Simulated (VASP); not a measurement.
## TlCl: single point with PBE-based screened hybrid with 50 % exact exchange

Crystal: TlCl.

```
Tl Cl
1.0
     3.79363    0.00000    0.00000
     0.00000    3.79363    0.00000
     0.00000    0.00000    3.79363
Tl Cl
1 1
Direct
  0.00000 0.00000 0.00000
  0.50000 0.50000 0.50000
```

```yaml
Program: VASP 6.6.1
Task: single point
Functional: PBE-based screened hybrid with 50 % exact exchange
Potentials_or_basis: VASP PAW PBE potentials, release 64 (Tl_d, Cl)
Cutoff: 400 eV
k_mesh: 4 × 4 × 4
Occupations: gaussian, width 0.01 eV
Spin: no spin polarisation
Dipole_correction: no
Grid_for_exact_exchange_PRECFOCK: Normal
Share_of_exact_exchange: 0.5
Further_INCAR_settings: ALGO = Normal; EDIFF = 1e-06; NBANDS = 17
Screening_parameter: 0.5 1/Å
```

| Item | Value |
| --- | --- |
| Pressure | 1.7 GPa |
| Band gap on the k mesh | 2.66 eV |

Levels at points of the mesh, in eV from the valence-band top:
| k point | band 8 | band 9 | band 10 | band 11 | band 12 | band 13 |
| --- | --- | --- | --- | --- | --- | --- |
| (0.00, 0.00, 0.00) | -2.21 | -2.21 | -2.21 | 8.55 | 8.55 | 9.07 |
| (0.50, 0.00, 0.00) | -1.74 | -1.74 | 0.00 | 2.66 | 7.53 | 7.53 |
| (0.50, 0.50, 0.00) | -3.80 | -3.31 | -1.68 | 5.73 | 5.73 | 9.30 |
| (0.50, 0.50, 0.50) | -2.80 | -2.80 | -1.85 | 3.06 | 3.06 | 3.06 |

Run time: 10 min on 1 thread of Intel Xeon 8259CL (shared host), peak memory 0.26 GiB.

Caveat: the PAW data sets were made with another functional, which shifts forces and pressure a little; spin-orbit coupling is left out, which moves the levels of the heavy elements. A k mesh can miss the band edges.
